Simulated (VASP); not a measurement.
Runs of VASP 6.6.1 on BN. The structure is that of space group F-43m (No. 216), or close to it. The cells are those of the table. 

```tsv
task	cell	k mesh	cutoff (eV)	smearing	gap on the mesh (eV)	pressure (GPa)
single point	a = 2.564 Å, angles 60.0°, 2 atoms	8 × 8 × 8	600	gaussian 0.1 eV	4.33	-13.6
relaxation of cell and atoms	relaxed from a = 2.531 Å, angles 60.0°, 2 atoms	12 × 12 × 12	600	gaussian 0.02 eV	4.38	0.0
single point	a = 2.531 Å, angles 60.0°, 2 atoms	12 × 12 × 12	600	gaussian 0.02 eV	4.38	1.0
single point	a = 2.531 Å, angles 60.0°, 2 atoms	12 × 12 × 12	600	gaussian 0.05 eV	4.38	1.0
single point	a = 2.531 Å, angles 60.0°, 2 atoms	12 × 12 × 12	520	gaussian 0.05 eV	4.38	(a)
```

Alike in all rows: level LDA; potentials or basis VASP PAW LDA potentials, release 64 (B, N); no spin polarisation.

Question: Fill in the values left out.

Answer: (a) 1.2.

A k mesh can miss the band edges.
